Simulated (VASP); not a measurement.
Wanted: the native input for a VASP 6.6.1 run.

```yaml
Task: relaxation of cell and atoms
Functional: PBE
Potentials_or_basis: VASP PAW PBE potentials, release 64 (Y_sv, Si, F_h)
Cutoff: 910 eV
k_mesh: 3 × 3 × 6
Occupations: gaussian, width 0.1 eV
Spin: no spin polarisation
Dipole_correction: no
Further_INCAR_settings: ALGO = Normal; EDIFF = 1e-07; IBRION = 2; EDIFFG = -0.04; NSW = 90; ISIF = 3
```

The structure of Y3Si2F lies in POSCAR:

```
Y3Si2F
1.0
    6.1364624800      0.0000000000      0.0000000000
   -3.0682312400      5.3143324000      0.0000000000
    0.0000000000      0.0000000000      3.3220697600
Y Si F
3 2 1
Direct
    0.5000000000      0.0000000000      0.5000000000
    0.5000000000      0.5000000000      0.5000000000
    0.0000000000      0.5000000000      0.5000000000
    0.3333333300      0.6666666700      0.0000000000
    0.6666666700      0.3333333300      0.0000000000
    0.0000000000      0.0000000000      0.0000000000
```

The cell was built from a structure type or drawn by symmetry, and may not be a known phase.

One way to write it, as run:

INCAR

```
PREC = Accurate
ENCUT = 910
EDIFF = 1E-7
ISMEAR = 0
SIGMA = 0.1
LREAL = False
LASPH = True
NELM = 120
ALGO = Normal
ISIF = 3
LWAVE = False
LCHARG = False
GGA = PE
IBRION = 2
NSW = 90
EDIFFG = -0.04
GGA_COMPAT = False
NELMIN = 4
```

KPOINTS

```
Automatic mesh
0
Gamma
  3 3 6
```

Potentials or basis: VASP PAW PBE potentials, release 64 (Y_sv, Si, F_h).

The run is started by

```sh
$ cat potpaw_PBE.64/Y_sv/POTCAR potpaw_PBE.64/Si/POTCAR potpaw_PBE.64/F_h/POTCAR > POTCAR
$ mpirun -np 1 vasp_std > vasp.out
```

It gave:

| Property | Result |
| --- | --- |
| Relaxed volume | 28.38 Å³/atom |
| Relaxed cell | a = 7.242 Å, b = 7.242 Å, c = 3.748 Å, α = 90.00°, β = 90.00°, γ = 120.00° |
| Space group after relaxing (to 0.1 Å) | P6/mmm (No. 191) |
| Energy gained by relaxing | 1353.7 meV/atom |
| Ionic steps | 9 |
| Pressure after relaxing | 0.0 GPa |
| Band gap on the k mesh | 0.03 eV (least direct gap 0.12 eV) |

Caveat: the cutoff is under 1.25 times the usual one of these potentials, so pressure, stress and relaxed cells hold a basis-set (Pulay) error; the volume moved by over 15 % at a fixed basis, so the end points are rough; an odd mesh through Γ misses points on the zone boundary, where band edges can lie.

Run time: 7.7 min on 1 thread of AMD EPYC 9R45 (Zen 5), on a shared host, peak memory 0.39 GiB.
